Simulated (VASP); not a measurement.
Here is a VASP 6.6.1 calculation.

INCAR

```
SYSTEM = Al2O3
ALGO = Normal
EDIFF = 1E-7
ENCUT = 520
GGA = PE
ISIF = 2
ISMEAR = 0
IVDW = 12
LASPH = .TRUE.
LCHARG = .TRUE.
LELF = .TRUE.
LREAL = .FALSE.
LVHAR = .TRUE.
LWAVE = .FALSE.
NBANDS = 20
NELM = 100
PREC = Accurate
SIGMA = 0.05
```

File KPOINTS:

```
k-points
0
G
  9 9 4
  0 0 0
```

The input POSCAR:

```
Al2O3
1.0
    2.8959000000      0.0000000000      0.0000000000
   -1.4479500000      2.5079229668      0.0000000000
    0.0000000000      0.0000000000      6.8585000000
Al O
2 3
Direct
    0.0000000000      0.0000000000      0.1907358529
    0.0000000000      0.0000000000      0.8092641471
    0.3333333333      0.6666666667      0.2840924954
    0.6666666667      0.3333333333      0.0000000000
    0.3333333333      0.6666666667      0.7159075046
```

Potentials or basis: VASP PAW PBE potentials, release 64 (Al, O).

Command:

```console
$ cat potpaw_PBE.64/Al/POTCAR potpaw_PBE.64/O/POTCAR > POTCAR
$ mpirun -np 1 vasp_std > vasp.out
```

Predict the pressure.

4.2 GPa.

What does it give for the band gap on the k mesh?

4.08 eV, indirect (least direct gap 4.18 eV).

Predict the largest force.

1.058 eV/Å.

Predict the dispersion energy per atom.

-0.202 eV.

Forces on the atoms (eV/Å):
```
Al   0.000  0.000  1.058
Al   0.000  0.000 -1.058
O    0.000  0.000  0.501
O    0.000  0.000  0.000
O    0.000  0.000 -0.501
```

Caveat: forces of over 1 eV/Å act on the atoms, so gaps and moduli don't describe the material at rest. A k mesh can miss the band edges.
